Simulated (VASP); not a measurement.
Wanted: the native input for a VASP 6.6.1 run.

```
Task                   : relaxation of cell and atoms
Functional             : PBE
Potentials or basis    : VASP PAW PBE potentials, release 64 (Cu, Sn_d)
Cutoff                 : 600 eV
k mesh                 : 3 × 3 × 3
Occupations            : gaussian, width 0.1 eV
Spin                   : no spin polarisation
Dipole correction      : no
Further INCAR settings : ALGO = Normal; EDIFF = 1e-07; IBRION = 2; EDIFFG = -0.04; NSW = 90; ISIF = 3
```

The structure of Cu3Sn2 lies in POSCAR:

```
Cu3Sn2
1.0
    3.5737248400      2.0632910000      2.8470994700
   -3.5737248400      2.0632910000      2.8470994700
    0.0000000000     -4.1265820000      2.8470994700
Cu Sn
3 2
Direct
    0.0000000000      0.5000000000      0.0000000000
    0.0000000000      0.0000000000      0.5000000000
    0.5000000000      0.0000000000      0.0000000000
    0.8187567600      0.8187567600      0.8187567600
    0.1812432400      0.1812432400      0.1812432400
```

The cell was generated, and may not be a known phase.

One way to write it, as run:

INCAR

```
SYSTEM = Cu3Sn2
PREC     = Accurate       ! precision mode
ENCUT    = 600            ! plane-wave cutoff, eV
EDIFF    = 1E-7           ! SCF threshold, eV
ISMEAR   = 0              ! smearing method
SIGMA    = 0.1            ! smearing width, eV
LREAL    = .False.        ! projectors in reciprocal space
LASPH    = .True.         ! aspherical terms in the spheres
NELM     = 60             ! most SCF steps
ALGO     = Normal         ! electronic algorithm
ISIF     = 3              ! what is computed and relaxed
LWAVE    = .False.        ! write WAVECAR
LCHARG   = .False.        ! write CHGCAR
GGA      = PE             ! functional
IBRION   = 2              ! ionic algorithm
NSW      = 90             ! ionic steps
EDIFFG   = -0.04          ! ionic threshold
```

KPOINTS

```
Automatic mesh
0
Gamma
  3 3 3
  0 0 0
```

Potentials or basis: VASP PAW PBE potentials, release 64 (Cu, Sn_d).

The run is started by

```bash
$ cat potpaw_PBE.64/Cu/POTCAR potpaw_PBE.64/Sn_d/POTCAR > POTCAR
$ mpirun -np 1 vasp_std > vasp.out
```

Results of the run:

* Relaxed volume: 24.09 Å³/atom
* Relaxed cell: a = 5.323 Å, b = 5.323 Å, c = 5.323 Å, α = 108.40°, β = 108.40°, γ = 108.40°
* Space group after relaxing (to 0.1 Å): R-3m (No. 166)
* Energy gained by relaxing: 1700.3 meV/atom
* Ionic steps: 38
* Pressure after relaxing: -0.1 GPa
* Band gap on the k mesh: zero (an odd number of electrons rules out a gap without spin polarisation)

Caveat: the k points lie up to 0.47 Å⁻¹ apart in the final cell, too coarse for converged energies and pressures of a metal; spin-orbit coupling is left out, which moves the levels of the heavy elements.

It took 16 min on 1 thread of Intel(R) Xeon(R) Platinum 8488C (Sapphire Rapids), with other jobs on the host, peak memory 0.26 GiB.
